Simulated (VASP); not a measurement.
# B2As (C2/m) in VASP: further runs, part 2 of 2

VASP 6.6.1. Earlier steps stand in the parts before.

### Step 3. Single point, PBE

This run uses another cell than the first one, of 12.04 Å³/atom.

Input file INCAR:

```
SYSTEM = B2As
PREC     = Accurate       ! precision mode
ENCUT    = 520            ! plane-wave cutoff, eV
EDIFF    = 1E-6           ! SCF threshold, eV
ISMEAR   = 0              ! smearing method
SIGMA    = 0.1            ! smearing width, eV
LREAL    = .FALSE.        ! projectors in reciprocal space
LASPH    = .TRUE.         ! aspherical terms in the spheres
NELM     = 60             ! most SCF steps
ALGO     = Normal         ! electronic algorithm
ISIF     = 2              ! what is computed and relaxed
LWAVE    = .FALSE.        ! write WAVECAR
LCHARG   = .FALSE.        ! write CHGCAR
GGA      = PE             ! functional
NBANDS   = 12             ! bands
```

Input file KPOINTS:

```
regular mesh
0
G
  16 16 14
  0 0 0
```

Input file POSCAR:

```
B2As
1.0
    3.4929272144     -1.5250364122      0.0171676808
    3.4929272144      1.5250364122      0.0171676808
   -0.0535979201      0.0000000000      3.3901896114
B As
2 1
Direct
    0.2054923365      0.2054923365      0.4794631953
    0.7945076635      0.7945076635      0.5205368047
    0.0000000000      0.0000000000      0.0000000000
```

Potentials or basis: VASP PAW PBE potentials, release 64 (B, As).

On the command line:

```console
> cat potpaw_PBE.64/B/POTCAR potpaw_PBE.64/As/POTCAR > POTCAR
> mpirun -np 1 vasp_std > vasp.out
```

OUTCAR:

```text
SYSTEM = B2As
   PREC = Accurate
   ENCUT = 520
   EDIFF = 1E-6
   ISMEAR = 0
   LREAL = .FALSE.
   LASPH = .TRUE.
   NELM = 60
   ISIF = 2
   GGA = PE

 ion  position               nearest neighbor table
   1  0.205  0.205  0.479-   2 1.65   2 1.65   3 2.16   3 2.29
   2  0.795  0.795  0.521-   1 1.65   1 1.65   3 2.16   3 2.29
   3  0.000  0.000  0.000-   1 2.16   2 2.16   2 2.29   1 2.29

  LATTYP: Found a base centered monoclinic cell.
 ALAT       =     6.9859388072
 B/A-ratio  =     0.4366017093
 C/A-ratio  =     0.4853482635
 COS(beta)  =    -0.0108932349

  Lattice vectors:

 A1 = (   3.4929272144,  -1.5250364122,   0.0171676808)
 A2 = (   3.4929272144,   1.5250364122,   0.0171676808)
 A3 = (  -0.0535979201,   0.0000000000,   3.3901896114)

Analysis of symmetry for initial positions (statically):
=====================================================================
 Subroutine PRICEL returns:
 Original cell was already a primitive cell.

 Routine SETGRP: Setting up the symmetry group for a
 base centered monoclinic supercell.

 Subroutine GETGRP returns: Found  4 space group operations
 (whereof  4 operations were pure point group operations)
[... 183 lines left out ...]
      9      11.7860      0.00000
     10      12.0609      0.00000
     11      13.1107      0.00000
     12      14.5202      0.00000
[... 331 lines left out ...]
 k-point    24 :      -0.0625    0.0625    0.0000
  band No.  band energies     occupation
      1      -9.0127      2.00000
      2       0.1683      2.00000
      3       1.1389      2.00000
      4       1.9325      2.00000
      5       2.7991      2.00000
      6       6.0488      0.00000
      7       8.2629      0.00000
      8      10.8179      0.00000
      9      11.6879      0.00000
     10      12.3503      0.00000
     11      14.1181      0.00000
     12      14.8717      0.00000

 [... further k-points ...]

------------------------ aborting loop because EDIFF is reached ----------------------------------------

  FORCE on cell =-STRESS in cart. coord.  units (eV):
  Direction    XX          YY          ZZ          XY          YZ          ZX
  --------------------------------------------------------------------------------------
  -------------------------------------------------------------------------------------
  Total        0.0556956      0.0084487      0.0804740      0.0000000      0.0000000      0.0210606
  in kB        2.4704400      0.3747497      3.5695105      0.0000000      0.0000000      0.9341669
  external PRESSURE =       2.1382334 kB  Pullay stress =       0.0000000 kB

 VOLUME and BASIS-vectors are now :
 -----------------------------------------------------------------------------
  energy-cutoff  :      520.00
  volume of cell :       36.12
      direct lattice vectors                 reciprocal lattice vectors
     3.492927214 -1.525036412  0.017167681     0.143135290 -0.327861024  0.002262928
     3.492927214  1.525036412  0.017167681     0.143135290  0.327861024  0.002262928
    -0.053597920  0.000000000  3.390189611    -0.001449654  0.000000000  0.294945834

 POSITION                                       TOTAL-FORCE (eV/Angst)
 -----------------------------------------------------------------------------------
      1.40984      0.00000      1.63253         0.018721      0.000000      0.006477
      5.52242      0.00000      1.79200        -0.018721      0.000000     -0.006477
      0.00000      0.00000      0.00000         0.000000     -0.000000      0.000000
 -----------------------------------------------------------------------------------
    total drift:                               -0.000000     -0.000000     -0.000000

  FREE ENERGIE OF THE ION-ELECTRON SYSTEM (eV)
  ---------------------------------------------------
  free  energy   TOTEN  =       -16.5796572806 eV

  energy  without entropy=      -16.5764766194  energy(sigma->0) =      -16.57806695
```

OSZICAR:

```text
N       E                     dE             d eps       ncg     rms          rms(c)
DAV:   1     0.140739672768E+02    0.14074E+02   -0.48580E+03 23088   0.766E+02
DAV:   2    -0.170878913212E+02   -0.31162E+02   -0.29575E+02 30324   0.133E+02
DAV:   3    -0.182329877546E+02   -0.11451E+01   -0.11335E+01 29796   0.208E+01
DAV:   4    -0.182373013638E+02   -0.43136E-02   -0.43106E-02 25956   0.142E+00
DAV:   5    -0.182373155049E+02   -0.14141E-04   -0.14141E-04 29280   0.799E-02    0.630E+00
DAV:   6    -0.166499332453E+02    0.15874E+01   -0.41693E+00 26372   0.106E+01    0.273E+00
DAV:   7    -0.165902483229E+02    0.59685E-01   -0.54727E-01 28940   0.443E+00    0.141E+00
DAV:   8    -0.165798418580E+02    0.10406E-01   -0.41196E-02 24948   0.123E+00    0.241E-01
DAV:   9    -0.165795551575E+02    0.28670E-03   -0.53985E-03 26912   0.443E-01    0.655E-02
DAV:  10    -0.165796423565E+02   -0.87199E-04   -0.42389E-04 26728   0.142E-01    0.240E-02
DAV:  11    -0.165796557032E+02   -0.13347E-04   -0.64564E-05 27780   0.503E-02    0.837E-03
DAV:  12    -0.165796572381E+02   -0.15349E-05   -0.75159E-06 26932   0.195E-02    0.347E-03
DAV:  13    -0.165796572806E+02   -0.42524E-07   -0.33937E-07 15752   0.440E-03
   1 F= -.16579657E+02 E0= -.16578067E+02  d E =-.318066E-02
```

stdout:

```text
POSCAR found type information on POSCAR B As
 POSCAR found :  2 types and       3 ions
 scaLAPACK will be used
 LDA part: xc-table for (Slater+PW92), standard interpolation
 POSCAR, INCAR and KPOINTS ok, starting setup
 FFT: planning ... GRIDC
 FFT: planning ... GRID_SOFT
 FFT: planning ... GRID
 WAVECAR not read
 entering main loop
```

Run time: 8.4 min. Hardware: 1 thread of Intel Xeon 8259CL, shared host; peak memory 0.52 GiB.

What came out:

- Free energy: -16.5797 eV
- Pressure: 0.2 GPa
- Largest force: 0.020 eV/Å
- Band gap on the k mesh: zero (an odd number of electrons rules out a gap without spin polarisation)

Forces on the atoms (eV/Å):
```
B    0.019  0.000  0.006
B   -0.019  0.000 -0.006
As   0.000  0.000  0.000
```

Stress tensor (GPa, compression positive):
```
0.25 0.00 0.09
0.00 0.04 0.00
0.09 0.00 0.36
```

Levels at points of the mesh, in eV from the Fermi level:
```
           k point  band 1  band 2  band 3  band 4  band 5  band 6  band 7  band 8  band 9  band 10
(0.00, 0.00, 0.00)  -14.59   -5.25   -4.34   -3.58   -1.96    2.18    2.67    4.95    6.41     6.68
(0.50, 0.00, 0.00)  -12.06   -8.60   -5.36   -3.73   -1.43    0.53    1.89    2.83    6.66     8.41
(0.50, 0.50, 0.00)  -12.82  -10.78   -2.81   -1.12   -0.96    0.75    1.17    4.64    4.66     7.36
(0.00, 0.00, 0.50)  -12.30  -10.98   -1.67   -1.55   -1.19   -1.10    0.86    3.95    8.31     9.34
(0.50, 0.00, 0.50)  -10.00   -8.17   -6.77   -4.71   -3.55   -1.88    0.65    2.11    8.00     9.55
(0.50, 0.50, 0.50)  -10.95   -8.90   -7.94   -6.88   -2.01    3.13    6.12    6.42    6.77     8.89
```
